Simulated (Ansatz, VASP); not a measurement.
## Two plane-wave programs on CdS

The input POSCAR:

```
CdS
1.0
   -0.0221420851      2.9170727549      2.9170727549
    2.9170727549     -0.0221420851      2.9170727549
    2.9170727549      2.9170727549     -0.0221420851
Cd S
1 1
Direct
   -0.0008658327     -0.0008658327     -0.0008658327
    0.2508658327      0.2508658327      0.2508658327
```

The input INCAR.step1:

```
PREC     = Accurate       # precision mode
ENCUT    = 520            # plane-wave cutoff, eV
ISMEAR   = 0              # smearing method
SIGMA    = 0.01           # smearing width, eV
LREAL    = False          # projectors in reciprocal space
LASPH    = True           # aspherical terms in the spheres
NELM     = 60             # most SCF steps
NBANDS   = 16             # bands
GGA      = PE             # functional
ALGO     = Normal         # electronic algorithm
EDIFF    = 1E-4           # SCF threshold, eV
LWAVE    = True           # write WAVECAR
LCHARG   = False          # write CHGCAR
```

Contents of INCAR.step2:

```
PREC     = Accurate       # precision mode
ENCUT    = 520            # plane-wave cutoff, eV
EDIFF    = 1E-6           # SCF threshold, eV
ISMEAR   = 0              # smearing method
SIGMA    = 0.01           # smearing width, eV
LREAL    = False          # projectors in reciprocal space
LASPH    = True           # aspherical terms in the spheres
NELM     = 60             # most SCF steps
ALGO     = Normal         # electronic algorithm
ISIF     = 2              # what is computed and relaxed
LWAVE    = False          # write WAVECAR
LCHARG   = False          # write CHGCAR
METAGGA  = R2SCAN         # meta-GGA
LMIXTAU  = True         
NBANDS   = 16             # bands
ISTART   = 1
```

KPOINTS

```
Automatic mesh
0
Gamma
  8 8 8
```

Input for Ansatz:

```yaml
crystal:
  lattice:
    - [-0.0221420851, 2.9170727549, 2.9170727549]
    - [2.9170727549, -0.0221420851, 2.9170727549]
    - [2.9170727549, 2.9170727549, -0.0221420851]
  atoms:
    - { symbol: Cd, position: [-0.0008658327, -0.0008658327, -0.0008658327] }
    - { symbol: S, position: [0.2508658327, 0.2508658327, 0.2508658327] }
kpoints:
  mp_grid: { grid: [8, 8, 8] }
  band_path:
    path:
      - [0.0, 0.0, 0.0]
      - [-0.5, -0.5, 0.0]
      - [-0.375, -0.375, 0.25]
      - [-0.375, 0.0, 0.375]
      - [0.0, 0.0, 0.5]
      - [-0.5, -0.25, 0.25]
    npoints: 1
hamiltonian:
  xc: r2scan
scf:
  occupations: { method: fixed }
  n_extra_bands: 4
output:
  forces: true
  stress: true
  eigenvalues: true
  write_density: true
  write_potential: true
  elf: true
  volumetric_format: npy
```

Change from the starting cell: shear_111 strain -1.1%.

Alike in both runs: task single point; functional r2SCAN; k mesh 8 × 8 × 8; no spin polarisation.

|  | VASP | Ansatz |
| --- | --- | --- |
| version | VASP 6.6.1 | Ansatz 0.2.0 |
| potentials or method | VASP PAW PBE potentials, release 64 (Cd, S) | plane waves, PAW |
| plane-wave cutoff (eV) | 520 | 500 |
| occupations | gaussian, width 0.01 eV | fixed |
| valence electrons in the cell | 18 | 26 |

```csv
,VASP,Ansatz,Ansatz less VASP
gap on the k mesh at the Fermi level (eV),1.53,1.54,+0.004
pressure (GPa),1.0,0.7,-0.32
"traceless stress, the component that is largest in VASP (GPa)",0.19,0.19,-0.002
```

VASP's potentials were made for PBE, not for r2SCAN. VASP's potentials hold 18 valence electrons a cell and Ansatz's 26, so a difference there can come from the potentials and not from the codes.
